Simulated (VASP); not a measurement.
SiC3, 4 atoms in the cell. The structure is trigonal, space group R3m (No. 160). The conventional cell has a = 2.831 Å, b = 2.831 Å, c = 14.010 Å, α = 90.00°, β = 90.00°, γ = 120.00°. C (site symmetry 3m) has 3 C at 1.72 Å and 1 Si at 1.89 Å within 2.3 Å. Within 2.0 Å of C (site symmetry 3m) lie 1 C at 1.54 Å and 3 Si at 1.79 Å. C (site symmetry 3m) has 4 C at 1.54 to 1.72 Å within 2.0 Å. Within 2.4 Å of Si (site symmetry 3m) lie 4 C at 1.79 to 1.89 Å. 

* Program: VASP 6.6.1
* Task: single point
* Functional: PBEsol
* Potentials or basis: VASP PAW PBE potentials, release 64 (C, Si)
* Cutoff: 520 eV
* k mesh: 8 × 8 × 8
* Occupations: gaussian, width 0.01 eV
* Spin: no spin polarisation
* Dipole correction: no
* Further INCAR settings: ALGO = Normal; EDIFF = 1e-07; NBANDS = 16

Potentials or basis: VASP PAW PBE potentials, release 64 (C, Si).

Launch:

```console
$ cat potpaw_PBE.64/C/POTCAR potpaw_PBE.64/Si/POTCAR > POTCAR
$ mpirun -np 1 vasp_std > vasp.out
```

Hardware: 1 thread of AMD EPYC 7R13, on a shared host.

Question: Estimate the wall time of this run.

Answer: Run time: 4 min on 1 thread of AMD EPYC 7R13, on a shared host, peak memory 0.2 GiB. Counts: scf iterations 14, k points 65.
